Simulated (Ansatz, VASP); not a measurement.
## Two plane-wave programs on Rh

```xyz
2
Lattice="1.5688 0.9058 3.7566 -1.5688 0.9058 3.7566 0.0000 -1.8115 3.7566" Properties=species:S:1:pos:R:3 pbc="T T T"
Rh    0.0000    0.0000    0.6503
Rh    0.0000    0.0000   10.6196
```

Alike in both runs: task single point; functional PBE; k mesh 6 × 6 × 6; occupations gaussian, width 0.1 eV; no spin polarisation.

|  | VASP | Ansatz |
| --- | --- | --- |
| version | VASP 6.6.1 | Ansatz 0.2.0 |
| potentials or method | VASP PAW PBE potentials, release 64 (Rh_pv), cutoff 520 eV | scalar-relativistic, plane waves, PAW |
| valence electrons in the cell | 30 | 34 |

```csv
,VASP,Ansatz,Ansatz less VASP
rms of the force components (eV/Å),121.401,144.216,+22.8148
```

Atom by atom the forces differ by 22.815 eV/Å (rms over components). VASP's potentials hold 30 valence electrons a cell and Ansatz's 34, so a difference there can come from the potentials and not from the codes.

The k mesh is coarse, so the values compare programs but aren't converged.
